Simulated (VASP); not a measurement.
Crystal: SnO.

```xyz
4
Lattice="3.8137 0.0000 0.0000 0.0000 3.8137 0.0000 0.0000 0.0000 4.8869" Properties=species:S:1:pos:R:3 pbc="T T T"
Sn    1.9068    0.0000    3.7367
Sn    0.0000    1.9068    1.1503
O     0.0000    0.0000    0.0000
O     1.9068    1.9068    0.0000
```

Base run:

* Program: VASP 6.6.1
* Functional: BLYP
* Potentials or basis: VASP PAW PBE potentials, release 64 (Sn_d, O)
* Cutoff: 520 eV
* k mesh: 7 × 7 × 6
* Occupations: fermi-dirac, width 0.05 eV
* Spin: no spin polarisation

Its results: band gap on the k mesh 0.58 eV (least direct gap 2.20 eV); pressure 8.4 GPa; largest force 0.649 eV/Å.

**Question.** The run is repeated on the same cell with these changes: functional from BLYP to r2SCAN-based global hybrid with 35 % exact exchange; k mesh from 7 × 7 × 6 to 4 × 4 × 3. What comes out?

**Answer.** Band gap on the k mesh 1.77 eV (least direct gap 4.21 eV); pressure -3.7 GPa; largest force 0.555 eV/Å.

Several settings changed at once.

Caveats: some runs use coarse meshes; the PAW data sets were made with another functional, which shifts forces and pressure a little; spin-orbit coupling is left out, which moves the levels of the heavy elements; the cell stands under pressure (at least some runs); semilocal functionals underestimate gaps, and a narrow one can read as zero (at least some runs).

A k mesh can miss the band edges.
